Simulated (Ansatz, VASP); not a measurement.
## Two plane-wave programs on CsC

```
CELL_PARAMETERS angstrom
3.84182 0.00000 0.00000
-1.92091 3.32711 0.00000
0.00000 0.00000 3.74711
ATOMIC_POSITIONS crystal
Cs 0.00000 0.00000 0.00000
C 0.66667 0.33333 0.50000
```

Alike in both runs: task single point; functional PBE; k mesh 6 × 6 × 6; occupations gaussian, width 0.1 eV; no spin polarisation.

|  | VASP | Ansatz |
| --- | --- | --- |
| version | VASP 6.6.1 | Ansatz 0.2.0 |
| potentials or method | VASP PAW PBE potentials, release 64 (Cs_sv, C), cutoff 520 eV | scalar-relativistic, plane waves, PAW |
| valence electrons in the cell | 13 | 13 |

VASP gave:

```
gap on the k mesh at the Fermi level (eV)                     : none
pressure (GPa)                                                : 5.7
traceless stress, the component that is largest in VASP (GPa) : 0.76
```

Estimate Ansatz's values.

gap on the k mesh at the Fermi level (eV): none; pressure (GPa): 5.2; traceless stress, the component that is largest in VASP (GPa): 0.67.

A gap of «none» marks a metal or a gap that the smearing closes. With one functional, cell and mesh, what is left measures potentials, basis and numerics.

Neither program's run includes spin-orbit coupling.
